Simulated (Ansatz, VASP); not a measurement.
**One calculation of Rh, two programs**

```xyz
2
Lattice="2.7235 0.0000 0.0000 -1.3617 2.3586 0.0000 0.0000 0.0000 4.1263" Properties=species:S:1:pos:R:3 pbc="T T T"
Rh    1.3617    0.7862    3.0948
Rh    0.0000    1.5724    1.0316
```

Alike in both runs: task single point; functional PBE; k mesh 21 × 21 × 12; occupations gaussian, width 0.15 eV; no spin polarisation.

```csv
,VASP,Ansatz
version,VASP 6.6.1,Ansatz 0.2.0
potentials or method,"VASP PAW PBE potentials, release 64 (Rh_pv), cutoff 520 eV","scalar-relativistic, plane waves, PAW"
valence electrons in the cell,30,34
```

|  | VASP | Ansatz | Ansatz less VASP |
| --- | --- | --- | --- |
| gap on the k mesh at the Fermi level (eV) | none | none | - |
| pressure (GPa) | 20.4 | 20.4 | -0.07 |
| traceless stress, the component that is largest in VASP (GPa) | 13.33 | 13.33 | +0.002 |

A gap of «none» marks a metal or a gap that the smearing closes. VASP's potentials hold 30 valence electrons a cell and Ansatz's 34, so a difference there can come from the potentials and not from the codes.
